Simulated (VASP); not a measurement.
# BiTe (Fm-3m) in VASP: settings compared, part 2 of 2

VASP 6.6.1.

### Step 3. Relaxation of cell and atoms, PBEsol

Input file INCAR:

```
SYSTEM = BiTe
ALGO     = Normal         ! electronic algorithm
EDIFF    = 1E-7           ! SCF threshold, eV
EDIFFG   = -0.01          ! ionic threshold
ENCUT    = 600            ! plane-wave cutoff, eV
GGA      = PS             ! functional
IBRION   = 2              ! ionic algorithm
ISIF     = 3              ! what is computed and relaxed
ISMEAR   = -1             ! smearing method
LASPH    = .True.         ! aspherical terms in the spheres
LCHARG   = .False.        ! write CHGCAR
LREAL    = .False.        ! projectors in reciprocal space
LWAVE    = .False.        ! write WAVECAR
NELM     = 60             ! most SCF steps
NSW      = 60             ! ionic steps
PREC     = Accurate       ! precision mode
SIGMA    = 0.05           ! smearing width, eV
```

Input file KPOINTS:

```
k-points
0
Gamma
  7 7 7
  0 0 0
```

Input file POSCAR:

```
BiTe
1.0
    0.0000000000      3.2350000000      3.2350000000
    3.2350000000      0.0000000000      3.2350000000
    3.2350000000      3.2350000000      0.0000000000
Bi Te
1 1
Direct
    0.0000000000      0.0000000000      0.0000000000
    0.5000000000      0.5000000000      0.5000000000
```

Potentials or basis: VASP PAW PBE potentials, release 64 (Bi_d, Te).

On the command line:

```sh
$ cat potpaw_PBE.64/Bi_d/POTCAR potpaw_PBE.64/Te/POTCAR > POTCAR
$ mpirun -np 1 vasp_std > vasp.out
```

OUTCAR:

```text
SYSTEM = BiTe
   EDIFF = 1E-7
   EDIFFG = -0.01
   ENCUT = 600
   GGA = PS
   IBRION = 2
   ISIF = 3
   ISMEAR = -1
   LASPH = .True.
   LREAL = .False.
   NELM = 60
   NSW = 60
   PREC = Accurate

 ion  position               nearest neighbor table
   1  0.000  0.000  0.000-   2 3.23   2 3.23   2 3.23   2 3.23   2 3.23   2 3.23
   2  0.500  0.500  0.500-   1 3.23   1 3.23   1 3.23   1 3.23   1 3.23   1 3.23

  LATTYP: Found a face centered cubic cell.
 ALAT       =     6.4700000000

  Lattice vectors:

 A1 = (   0.0000000000,   3.2350000000,   3.2350000000)
 A2 = (   3.2350000000,   0.0000000000,   3.2350000000)
 A3 = (   3.2350000000,   3.2350000000,   0.0000000000)

Analysis of symmetry for initial positions (statically):
=====================================================================
 Subroutine PRICEL returns:
[... 176 lines left out ...]
  in kB      -15.4524048    -15.4524048    -15.4524048     -0.0000000      0.0000000     -0.0000000
  external PRESSURE =     -15.4524048 kB  Pullay stress =       0.0000000 kB
[... 59 lines left out ...]
--------------------------------------- Ionic step        3  -------------------------------------------

 number of electron      21.0000002 magnetization

 Free energy of the ion-electron system (eV)
  ---------------------------------------------------
  ext. energy  EPLUGINS =         0.00000000
  ---------------------------------------------------
  free energy    TOTEN  =        -7.96964981 eV

  energy without entropy =       -7.94778183  energy(sigma->0) =       -7.95871582

 E-fermi :   6.9053     XC(G=0):  -9.7292

 val. band max:        6.8975417701   @ k =  -0.4286   0.1429   0.0000
 cond. band min:       6.9091283286   @ k =   0.1429   0.1429   0.0000
 fundamental gap:      0.0115865585
 Fermi energy:         6.9052862447

 k-point     1 :       0.0000    0.0000    0.0000
  band No.  band energies     occupation
      1     -16.2036      2.00000
      2     -16.2036      2.00000
      3     -16.1976      2.00000
      4     -16.1976      2.00000
      5     -16.1976      2.00000
      6      -6.8796      2.00000
      7      -1.1503      2.00000
      8       4.2607      2.00000
      9       4.2607      2.00000
     10       4.2607      2.00000
     11       9.0871      0.00000
     12       9.0871      0.00000
     13       9.0871      0.00000
     14      11.4597      0.00000
[... 350 lines left out ...]
  FREE ENERGIE OF THE ION-ELECTRON SYSTEM (eV)
  ---------------------------------------------------
  free  energy   TOTEN  =        -7.9696498083 eV

  energy  without entropy=       -7.9477818264  energy(sigma->0) =       -7.95871582

 reached required accuracy - stopping structural energy minimisation
```

CONTCAR:

```text
BiTe
   1.00000000000000
    -0.0000000000000000    3.2017457348895100    3.2017457348895100
     3.2017457348895100    0.0000000000000000    3.2017457348895100
     3.2017457348895100    3.2017457348895100   -0.0000000000000000
  Bi              Te
     1     1
Direct
     0.0000000000000000    0.0000000000000000    0.0000000000000000
     0.5000000000000000    0.5000000000000000    0.5000000000000000

  0.00000000E+00  0.00000000E+00  0.00000000E+00
  0.00000000E+00  0.00000000E+00  0.00000000E+00
```

Wall time 1.8 min (1 thread of AMD EPYC 7R43 (Zen 3), shared host); peak memory 0.21 GiB.

Results:

```yaml
Free_energy: -7.9696 eV
Relaxed_volume: 32.82 Å³/atom
Relaxed_cell: a = 4.528 Å, b = 4.528 Å, c = 4.528 Å, α = 60.00°, β = 60.00°, γ = 60.00°
Space_group_after_relaxing_to_0.05_Å: Fm-3m (No. 225)
Energy_gained_by_relaxing: 5.1 meV/atom
Ionic_steps: 3
Pressure_after_relaxing: 0.0 GPa
```

The path:
```tsv
step	energy change (eV)	largest force (eV/Å)	pressure (GPa)	volume (Å³)
1	0.0000	0.0000	-1.55	67.71
2	-0.0072	0.0000	0.92	64.56
3	-0.0103	0.0000	0.00	65.64
```

Final structure:
```
Bi Te
1.0
     0.00000    3.20175    3.20175
     3.20175    0.00000    3.20175
     3.20175    3.20175    0.00000
Bi Te
1 1
Direct
  0.00000 0.00000 0.00000
  0.50000 0.50000 0.50000
```

Levels at points of the mesh, in eV from the Fermi level:
```csv
k point,band 6,band 7,band 8,band 9,band 10,band 11,band 12,band 13,band 14
"(0.00, 0.00, 0.00)",-13.78,-8.06,-2.64,-2.64,-2.64,2.18,2.18,2.18,4.55
```

Caveat: the PAW data sets were made with another functional, which shifts forces and pressure a little; spin-orbit coupling is left out, which moves the levels of the heavy elements.

### Step 4. Relaxation of cell and atoms, PBEsol+D3(BJ)

Input file INCAR:

```
ALGO     = Normal         # electronic algorithm
EDIFF    = 1E-6           # SCF threshold, eV
EDIFFG   = -0.01          # ionic threshold
ENCUT    = 600            # plane-wave cutoff, eV
GGA      = PS             # functional
IBRION   = 2              # ionic algorithm
ISIF     = 3              # what is computed and relaxed
ISMEAR   = -1             # smearing method
IVDW     = 12             # dispersion correction
LASPH    = True           # aspherical terms in the spheres
LCHARG   = False          # write CHGCAR
LREAL    = False          # projectors in reciprocal space
LWAVE    = False          # write WAVECAR
NELM     = 60             # most SCF steps
NSW      = 60             # ionic steps
PREC     = Accurate       # precision mode
SIGMA    = 0.05           # smearing width, eV
```

Input file KPOINTS:

```
k-points
0
Gamma
  7 7 7
```

POSCAR is that of step 3.

On the command line:

```sh
$ cat potpaw_PBE.64/Bi_d/POTCAR potpaw_PBE.64/Te/POTCAR > POTCAR
$ mpirun -np 1 vasp_std > vasp.out
```

It took 1.8 min on 1 thread of AMD EPYC 7R43 (Zen 3), shared host; peak memory 0.22 GiB.

Results (log left out):

| Property | Result |
| --- | --- |
| Free energy | -8.9072 eV |
| Relaxed volume | 31.48 Å³/atom |
| Relaxed cell | a = 4.465 Å, b = 4.465 Å, c = 4.465 Å, α = 60.00°, β = 60.00°, γ = 60.00° |
| Space group after relaxing (to 0.05 Å) | Fm-3m (No. 225) |
| Energy gained by relaxing | 29.0 meV/atom |
| Ionic steps | 3 |
| Pressure after relaxing | 0.0 GPa |
| Dispersion energy per atom | -0.479 eV |

The path:
| step | energy change (eV) | largest force (eV/Å) | pressure (GPa) | volume (Å³) |
| --- | --- | --- | --- | --- |
| 1 | 0.0000 | 0.0000 | -3.65 | 67.71 |
| 2 | -0.0383 | 0.0000 | 2.63 | 60.44 |
| 3 | -0.0580 | 0.0000 | 0.00 | 62.95 |

Final structure:
```cif
data_structure
_symmetry_space_group_name_H-M 'P 1'
_symmetry_Int_Tables_number 1
_cell_length_a 4.4652
_cell_length_b 4.4652
_cell_length_c 4.4652
_cell_angle_alpha 60.000
_cell_angle_beta 60.000
_cell_angle_gamma 60.000
_cell_volume 62.95
loop_
_atom_site_label
_atom_site_type_symbol
_atom_site_fract_x
_atom_site_fract_y
_atom_site_fract_z
_atom_site_occupancy
Bi1 Bi 0.00000 0.00000 0.00000 1
Te1 Te 0.50000 0.50000 0.50000 1
```

Levels at points of the mesh, in eV from the Fermi level:
| k point | band 7 | band 8 | band 9 | band 10 | band 11 | band 12 | band 13 | band 14 |
| --- | --- | --- | --- | --- | --- | --- | --- | --- |
| (0.00, 0.00, 0.00) | -7.90 | -2.77 | -2.77 | -2.77 | 2.26 | 2.26 | 2.26 | 4.47 |

Caveat: the PAW data sets were made with another functional, which shifts forces and pressure a little; spin-orbit coupling is left out, which moves the levels of the heavy elements; pairwise dispersion overbinds metals, which lowers pressure and volume.

### Step 5. Relaxation of cell and atoms, PBEsol+D4

Input file INCAR:

```
ALGO = Normal
EDIFF = 1E-6
EDIFFG = -0.01
ENCUT = 600
GGA = PS
IBRION = 2
ISIF = 3
ISMEAR = -1
IVDW = 13
LASPH = T
LCHARG = F
LREAL = F
LWAVE = F
NELM = 80
NSW = 60
PREC = Accurate
SIGMA = 0.05
```

KPOINTS is that of step 4.

POSCAR is that of step 4.

On the command line:

```sh
$ cat potpaw_PBE.64/Bi_d/POTCAR potpaw_PBE.64/Te/POTCAR > POTCAR
$ mpirun -np 1 vasp_std > vasp.out
```

Run time: 1.7 min. Hardware: 1 thread of AMD EPYC 7R43 (Zen 3), shared host; peak memory 0.21 GiB.

Results (log left out):

* Free energy: -8.5613 eV
* Relaxed volume: 32.02 Å³/atom
* Relaxed cell: a = 4.491 Å, b = 4.491 Å, c = 4.491 Å, α = 60.00°, β = 60.00°, γ = 60.00°
* Space group after relaxing (to 0.05 Å): Fm-3m (No. 225)
* Energy gained by relaxing: 16.8 meV/atom
* Ionic steps: 3
* Pressure after relaxing: 0.0 GPa
* Dispersion energy per atom: -0.299 eV

The path:
```
step  energy change (eV)  largest force (eV/Å)  pressure (GPa)  volume (Å³)
   1              0.0000                0.0000           -2.78        67.71
   2             -0.0227                0.0000            1.90        62.11
   3             -0.0336                0.0000            0.01        64.04
```

Final structure:
```
CELL_PARAMETERS angstrom
0.00000 3.17546 3.17546
3.17546 0.00000 3.17546
3.17546 3.17546 0.00000
ATOMIC_POSITIONS crystal
Bi 0.00000 0.00000 0.00000
Te 0.50000 0.50000 0.50000
```

Levels at points of the mesh, in eV from the Fermi level:
```csv
k point,band 7,band 8,band 9,band 10,band 11,band 12,band 13,band 14
"(0.00, 0.00, 0.00)",-7.97,-2.72,-2.72,-2.72,2.23,2.23,2.23,4.51
```

Caveat: the PAW data sets were made with another functional, which shifts forces and pressure a little; spin-orbit coupling is left out, which moves the levels of the heavy elements; pairwise dispersion overbinds metals, which lowers pressure and volume.

### Step 6. Summary

| task | level | cell | cutoff (eV) | gap on the mesh (eV) | pressure (GPa) | relaxed volume (Å³/atom) |
| --- | --- | --- | --- | --- | --- | --- |
| single point | PBEsol+D3(BJ) | as given | 520 | none | -3.7 | - |
| relaxation of cell and atoms | PBEsol | relaxed | 600 | none | 0.0 | 32.82 |
| relaxation of cell and atoms | PBEsol+D3(BJ) | relaxed | 600 | none | 0.0 | 31.48 |
| relaxation of cell and atoms | PBEsol+D4 | relaxed | 600 | none | 0.0 | 32.02 |

Alike in all rows: potentials or basis VASP PAW PBE potentials, release 64 (Bi_d, Te); no spin polarisation; k mesh 7 × 7 × 7; smearing fermi-dirac 0.05 eV.

Caveats: the PAW data sets were made with another functional, which shifts forces and pressure a little; spin-orbit coupling is left out, which moves the levels of the heavy elements; pairwise dispersion overbinds metals, which lowers pressure and volume (some runs); three body term missing (some runs).

Total energies depend on the potentials used, so only differences within one code and one set of settings carry meaning.
